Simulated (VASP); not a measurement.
# GaN (F-43m) in VASP: a series of runs

The runs below take GaN through single point, with PBE.

Everything below comes from runs of VASP 6.6.1. Logs are shortened: lines on timing, memory, paths and dates and some standing lists are left out, and cuts for length are marked.

## 1. The cell of the first run

It takes space group F-43m (No. 216, cubic). Conventional cell: a = 4.548 Å, b = 4.548 Å, c = 4.548 Å, α = 90.00°, β = 90.00°, γ = 90.00°. Ga (site symmetry -43m) has 4 N at 1.97 Å within 2.6 Å. Within 2.6 Å of N (site symmetry -43m) lie 4 Ga at 1.97 Å.

## 2. Single point, PBE

The input, INCAR:

```
ALGO     = Normal         # electronic algorithm
EDIFF    = 1E-6           # SCF threshold, eV
ENCUT    = 520            # plane-wave cutoff, eV
GGA      = PE             # functional
ISIF     = 2              # what is computed and relaxed
ISMEAR   = 0              # smearing method
LASPH    = T              # aspherical terms in the spheres
LCHARG   = T              # write CHGCAR
LELF     = T              # ELF
LREAL    = F              # projectors in reciprocal space
LVHAR    = T            
LWAVE    = F              # write WAVECAR
NBANDS   = 16             # bands
NELM     = 100            # most SCF steps
PREC     = Accurate       # precision mode
SIGMA    = 0.02           # smearing width, eV
```

The input, KPOINTS:

```
k-points
0
Gamma
  10 10 10
```

The input, POSCAR:

```
GaN
1.0
    0.0000000000      2.2742384940      2.2742384940
    2.2742384940      0.0000000000      2.2742384940
    2.2742384940      2.2742384940      0.0000000000
Ga N
1 1
Direct
    0.0000000000      0.0000000000      0.0000000000
    0.7500000000      0.7500000000      0.7500000000
```

Potentials or basis: VASP PAW PBE potentials, release 64 (Ga_d, N).

Started as:

```console
cat potpaw_PBE.64/Ga_d/POTCAR potpaw_PBE.64/N/POTCAR > POTCAR
mpirun -np 1 vasp_std > vasp.out
```

OUTCAR:

```text
EDIFF = 1E-6
   ENCUT = 520
   GGA = PE
   ISIF = 2
   ISMEAR = 0
   LASPH = T
   LREAL = F
   NELM = 100
   PREC = Accurate

 ion  position               nearest neighbor table
   1  0.000  0.000  0.000-   2 1.97   2 1.97   2 1.97   2 1.97
   2  0.750  0.750  0.750-   1 1.97   1 1.97   1 1.97   1 1.97

  LATTYP: Found a face centered cubic cell.
 ALAT       =     4.5484769880

  Lattice vectors:

 A1 = (   0.0000000000,   2.2742384940,   2.2742384940)
 A2 = (   2.2742384940,   0.0000000000,   2.2742384940)
 A3 = (   2.2742384940,   2.2742384940,   0.0000000000)

Analysis of symmetry for initial positions (statically):
=====================================================================
 Subroutine PRICEL returns:
 Original cell was already a primitive cell.

 Routine SETGRP: Setting up the symmetry group for a
 face centered cubic supercell.

 Subroutine GETGRP returns: Found 24 space group operations
 (whereof 24 operations were pure point group operations)
 out of a pool of 48 trial point group operations.

The static configuration has the point symmetry T_d .

Analysis of symmetry for dynamics (positions and initial velocities):
=====================================================================
 Subroutine PRICEL returns:
 Original cell was already a primitive cell.

 Routine SETGRP: Setting up the symmetry group for a
 face centered cubic supercell.

 Subroutine GETGRP returns: Found 24 space group operations
 (whereof 24 operations were pure point group operations)
 out of a pool of 48 trial point group operations.

The dynamic configuration has the point symmetry T_d .

 Subroutine INISYM returns: Found 24 space group operations
 (whereof 24 operations are pure point group operations),
 and found     1 'primitive' translations

----------------------------------------------------------------------------------------

                                     Primitive cell

  volume of cell :      23.5255

  direct lattice vectors                    reciprocal lattice vectors
     0.000000000  2.274238494  2.274238494    -0.219853811  0.219853811  0.219853811
     2.274238494  0.000000000  2.274238494     0.219853811 -0.219853811  0.219853811
     2.274238494  2.274238494  0.000000000     0.219853811  0.219853811 -0.219853811

  length of vectors
     3.216258922  3.216258922  3.216258922     0.380797971  0.380797971  0.380797971

  position of ions in fractional coordinates (direct lattice)
     0.000000000  0.000000000  0.000000000
     0.750000000  0.750000000  0.750000000

  ion indices of the primitive-cell ions
   primitive index   ion index
                 1           1
                 2           2

----------------------------------------------------------------------------------------

 KPOINTS: k-points

Automatic generation of k-mesh.
 Grid dimensions read from file:
 generate k-points for:   10   10   10

 Generating k-lattice:

  Cartesian coordinates                     Fractional coordinates (reciprocal lattice)
    -0.021985381  0.021985381  0.021985381     0.100000000  0.000000000  0.000000000
     0.021985381 -0.021985381  0.021985381     0.000000000  0.100000000  0.000000000
     0.021985381  0.021985381 -0.021985381     0.000000000  0.000000000  0.100000000

  Length of vectors
     0.038079797  0.038079797  0.038079797

  Shift w.r.t. Gamma in fractional coordinates (k-lattice)
     0.000000000  0.000000000  0.000000000

 Subroutine IBZKPT returns following result:
 ===========================================

 Found     47 irreducible k-points:

 Following reciprocal coordinates:
            Coordinates               Weight
  0.000000  0.000000  0.000000      1.000000
  0.100000  0.000000  0.000000      8.000000
  0.200000  0.000000  0.000000      8.000000
  0.300000  0.000000  0.000000      8.000000
  0.400000  0.000000  0.000000      8.000000
  0.500000  0.000000  0.000000      4.000000
[... 16 lines left out ...]
  0.300000  0.300000  0.000000      6.000000
  0.400000  0.300000  0.000000     24.000000
 [... further k-points ...]
   k-points           NKPTS =     47   k-points in BZ     NKDIM =     47   number of bands    NBANDS=     16
   number of dos      NEDOS =    301   number of ions     NIONS =      2
   total plane-waves  NPLWV =  13824
   dimension x,y,z NGX =    24 NGY =   24 NGZ =   24
   dimension x,y,z NGXF=    48 NGYF=   48 NGZF=   48
   ions per type =               1   1
   NGX,Y,Z   is equivalent  to a cutoff of  12.41, 12.41, 12.41 a.u.
   NGXF,Y,Z  is equivalent  to a cutoff of  24.81, 24.81, 24.81 a.u.
 SYSTEM =  unknown system
   PREC   = accura    normal or accurate (medium, high low for compatibility)
   ISTART =      0    job   : 0-new  1-cont  2-samecut
   ICHARG =      2    charge: 1-file 2-atom 10-const
   ISPIN  =      1    spin polarized calculation?
   LNONCOLLINEAR =      F non collinear calculations
   LSORBIT =      F    spin-orbit coupling
   LASPH  =      T    aspherical Exc in radial PAW
   ENCUT  =  520.0 eV  38.22 Ry    6.18 a.u.   5.98  5.98  5.98*2*pi/ulx,y,z
   NELM   =    100;   NELMIN=  2; NELMDL= -5     # of ELM steps
   EDIFF  = 0.1E-05   stopping-criterion for ELM
   LREAL  =      F    real-space projection
   EDIFFG = 0.1E-04   stopping-criterion for IOM
   NSW    =      0    number of steps for IOM
   IBRION =     -1    ionic relax: 0-MD 1-quasi-New 2-CG
   NFREE  =      0    steps in history (QN), initial steepest desc. (CG)
   ISIF   =      2    stress and relaxation
   ISYM   =      2    0-nonsym 1-usesym 2-fastsym
   POTIM  = 0.5000    time-step for ionic-motion
   TEBEG  =    0.0;   TEEND  =   0.0 temperature during run
   PSTRESS=    0.0 pullay stress
   NELECT =      18.0000    total number of electrons
   NUPDOWN=      -1.0000    fix difference up-down
   EMIN   =  10.00;   EMAX   =-10.00  energy-range for DOS
   EFERMI =   0.00;   METHOD = LEGACY
   ISMEAR =     0;   SIGMA  =   0.02  broadening in eV -4-tet -1-fermi 0-gaus
   EFERMI_NEDOS =   21; number of points for ismear=-14 and -15
   IALGO  =     38    algorithm
   IMIX   =      4    mixing-type and parameters
     AMIX     =   0.40;   BMIX     =  1.00
     AMIX_MAG =   1.60;   BMIX_MAG =  1.00
  volume/ion in A,a.u.               =      11.76        79.38
  Fermi-wavevector in a.u.,A,eV,Ry     =   1.497337  2.829557 30.504523  2.242019
  Thomas-Fermi vector in A             =   2.609238
   LORBIT       =      0    0 simple, 1 ext, 2 COOP (PROOUT), +10 PAW based schemes
   GGA     = PE    functional components
   LHFCALC =     F    Hartree Fock is set to
   AEXX    =    0.0000 exact exchange contribution
   IVDW    =     0    specifies the selected vdW correction
   LEPSILON=     F    determine dielectric tensor
   LRPA    =     F    only Hartree local field effects (RPA)
 non-spin polarized calculation
 Gauss-broadening in eV      SIGMA  =   0.02
  energy-cutoff  :      520.00
  volume of cell :       23.53
 maximum number of plane-waves:       644
   NGX = 11   NGY = 11   NGZ = 11

 number of electron      17.9999986 magnetization

 Free energy of the ion-electron system (eV)
  ---------------------------------------------------
  ext. energy  EPLUGINS =         0.00000000
  ---------------------------------------------------
  free energy    TOTEN  =       -12.15355513 eV

  energy without entropy =      -12.15355513  energy(sigma->0) =      -12.15355513

 E-fermi :   5.0772     XC(G=0): -11.5207

 val. band max:        4.9868809646   @ k =   0.0000   0.0000   0.0000
 cond. band min:       6.5339486584   @ k =   0.0000   0.0000   0.0000
 fundamental gap:      1.5470676938
 Fermi energy:         5.0771931181

 k-point     1 :       0.0000    0.0000    0.0000
  band No.  band energies     occupation
      1     -10.7158      2.00000
      2      -8.4356      2.00000
      3      -8.4356      2.00000
      4      -8.4356      2.00000
      5      -8.1428      2.00000
      6      -8.1428      2.00000
[... 8 lines left out ...]
     15      23.6342      0.00000
     16      23.6343      0.00000

 k-point     2 :       0.1000    0.0000    0.0000
  band No.  band energies     occupation
      1     -10.6123      2.00000
      2      -8.4231      2.00000
      3      -8.4231      2.00000
      4      -8.3946      2.00000
      5      -8.1440      2.00000
      6      -8.1440      2.00000
[... 8 lines left out ...]
     15      22.3533      0.00000
     16      22.3533      0.00000

 k-point     3 :       0.2000    0.0000    0.0000
  band No.  band energies     occupation
      1     -10.3556      2.00000
      2      -8.3940      2.00000
      3      -8.3940      2.00000
      4      -8.2255      2.00000
      5      -8.1427      2.00000
      6      -8.1427      2.00000
[... 8 lines left out ...]
     15      21.5947      0.00000
     16      21.5947      0.00000

 k-point     4 :       0.3000    0.0000    0.0000
  band No.  band energies     occupation
      1     -10.0923      2.00000
      2      -8.3682      2.00000
      3      -8.3682      2.00000
      4      -8.1301      2.00000
      5      -8.1301      2.00000
      6      -7.8252      2.00000
[... 8 lines left out ...]
     15      22.0422      0.00000
     16      22.0422      0.00000

 k-point     5 :       0.4000    0.0000    0.0000
  band No.  band energies     occupation
      1      -9.9415      2.00000
      2      -8.3571      2.00000
      3      -8.3571      2.00000
      4      -8.1094      2.00000
      5      -8.1094      2.00000
      6      -7.2335      2.00000
[... 8 lines left out ...]
     15      23.3734      0.00000
     16      23.3734      0.00000

 k-point     6 :       0.5000    0.0000    0.0000
  band No.  band energies     occupation
      1      -9.8990      2.00000
      2      -8.3551      2.00000
      3      -8.3551      2.00000
      4      -8.0991      2.00000
      5      -8.0991      2.00000
      6      -6.8948      2.00000
[... 8 lines left out ...]
     15      24.3224      0.00000
     16      24.3224      0.00000
[... 267 lines left out ...]
 k-point    21 :      -0.3000    0.2000    0.0000
  band No.  band energies     occupation
      1      -9.8801      2.00000
      2      -8.3459      2.00000
      3      -8.3060      2.00000
      4      -8.1484      2.00000
      5      -8.1436      2.00000
      6      -7.1063      2.00000
[... 8 lines left out ...]
     15      21.9941      0.00000
     16      25.2783      0.00000

 k-point    22 :      -0.2000    0.2000    0.0000
  band No.  band energies     occupation
      1     -10.0120      2.00000
      2      -8.3528      2.00000
      3      -8.3398      2.00000
      4      -8.1628      2.00000
      5      -8.1497      2.00000
      6      -7.6561      2.00000
[... 8 lines left out ...]
     15      22.0811      0.00000
     16      25.2070      0.00000

 k-point    23 :       0.3000    0.3000    0.0000
  band No.  band energies     occupation
      1      -9.9364      2.00000
      2      -8.2930      2.00000
      3      -8.2609      2.00000
      4      -8.2609      2.00000
      5      -8.0963      2.00000
      6      -7.6332      2.00000
[... 8 lines left out ...]
     15      26.7566      0.00000
     16      26.9879      0.00000

 k-point    24 :       0.4000    0.3000    0.0000
  band No.  band energies     occupation
      1      -9.8385      2.00000
      2      -8.3118      2.00000
      3      -8.2292      2.00000
      4      -8.2291      2.00000
      5      -8.0869      2.00000
      6      -7.1857      2.00000
[... 8 lines left out ...]
     15      26.8470      0.00000
     16      27.1165      0.00000

 [... further k-points ...]
[... 5 lines left out ...]
  --------------------------------------------------------------------------------------
  -------------------------------------------------------------------------------------
  Total        0.0158112      0.0158112      0.0158112      0.0000000      0.0000000     -0.0000000
  in kB        1.0768059      1.0768059      1.0768059      0.0000000      0.0000000     -0.0000000
  external PRESSURE =       1.0768059 kB  Pullay stress =       0.0000000 kB

 VOLUME and BASIS-vectors are now :
 -----------------------------------------------------------------------------
  energy-cutoff  :      520.00
  volume of cell :       23.53
      direct lattice vectors                 reciprocal lattice vectors
     0.000000000  2.274238494  2.274238494    -0.219853811  0.219853811  0.219853811
     2.274238494  0.000000000  2.274238494     0.219853811 -0.219853811  0.219853811
     2.274238494  2.274238494  0.000000000     0.219853811  0.219853811 -0.219853811

 POSITION                                       TOTAL-FORCE (eV/Angst)
 -----------------------------------------------------------------------------------
      0.00000      0.00000      0.00000         0.000000      0.000000     -0.000000
      3.41136      3.41136      3.41136        -0.000000     -0.000000      0.000000
 -----------------------------------------------------------------------------------
    total drift:                               -0.000002     -0.000002     -0.000001

  FREE ENERGIE OF THE ION-ELECTRON SYSTEM (eV)
  ---------------------------------------------------
  free  energy   TOTEN  =       -12.1535551320 eV

  energy  without entropy=      -12.1535551320  energy(sigma->0) =      -12.15355513
```

Run time: 6.1 s. Hardware: 1 thread of Intel Xeon 6975P-C (Granite Rapids), shared host; peak memory 0.14 GiB.

What came out:

* Free energy: -12.1536 eV
* Pressure: 0.1 GPa
* Band gap on the k mesh: 1.55 eV, direct

Levels at points of the mesh, in eV from the valence-band top:
```
           k point  band 6  band 7  band 8  band 9  band 10  band 11  band 12  band 13
(0.00, 0.00, 0.00)  -13.13    0.00    0.00    0.00     1.55    10.13    10.13    10.13
(0.50, 0.00, 0.00)  -11.88   -6.86   -0.93   -0.93     4.45     8.59    10.22    10.22
(0.50, 0.50, 0.00)  -11.45   -6.01   -2.61   -2.61     3.34     6.50    11.52    13.67
```

As with any semilocal functional, this PBE gap is likely too small.

(Continued in part 2 of 2.)
